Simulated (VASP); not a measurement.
Here is a VASP 6.6.1 calculation.

The input INCAR:

```
ALGO = Normal
EDIFF = 1E-6
ENCUT = 520
GGA = PE
ISIF = 2
ISMEAR = 0
LASPH = T
LCHARG = F
LREAL = F
LWAVE = F
NBANDS = 33
NELM = 100
PREC = Accurate
SIGMA = 0.1
```

The input KPOINTS:

```
k-points
0
Gamma
  4 4 4
```

The input POSCAR:

```
GeSb2Te4
1.0
   -3.0595750000      3.0595750000      6.0514150000
    3.0595750000     -3.0595750000      6.0514150000
    3.0595750000      3.0595750000     -6.0514150000
Ge Sb Te
1 2 4
Direct
    0.0000000000      0.0000000000      0.0000000000
    0.5000000000      0.5000000000      0.0000000000
    0.2500000000      0.7500000000      0.5000000000
    0.5016200000      0.0016200000      0.5000000000
    0.2481620000      0.2481620000      0.0000000000
    0.9983800000      0.4983800000      0.5000000000
    0.7518380000      0.7518380000      0.0000000000
```

Potentials or basis: VASP PAW PBE potentials, release 64 (Ge_d, Sb, Te).

Command:

```sh
$ cat potpaw_PBE.64/Ge_d/POTCAR potpaw_PBE.64/Sb/POTCAR potpaw_PBE.64/Te/POTCAR > POTCAR
$ mpirun -np 1 vasp_std > vasp.out
```

Q: Estimate the band gap on the k mesh.

A: Zero (band 24 reaches 5.41 eV, above the bottom of band 25 at 5.32 eV).

Q: Estimate the largest force.

A: 0.084 eV/Å.

Forces on the atoms (eV/Å):
```
Ge   0.000  0.000  0.000
Sb   0.000  0.000  0.000
Sb   0.000  0.000  0.000
Te   0.000  0.000  0.006
Te   0.000  0.000 -0.084
Te   0.000  0.000 -0.006
Te   0.000  0.000  0.084
```

Caveat: the k points lie up to 0.36 Å⁻¹ apart; spin-orbit coupling is left out, which moves the levels of the heavy elements.
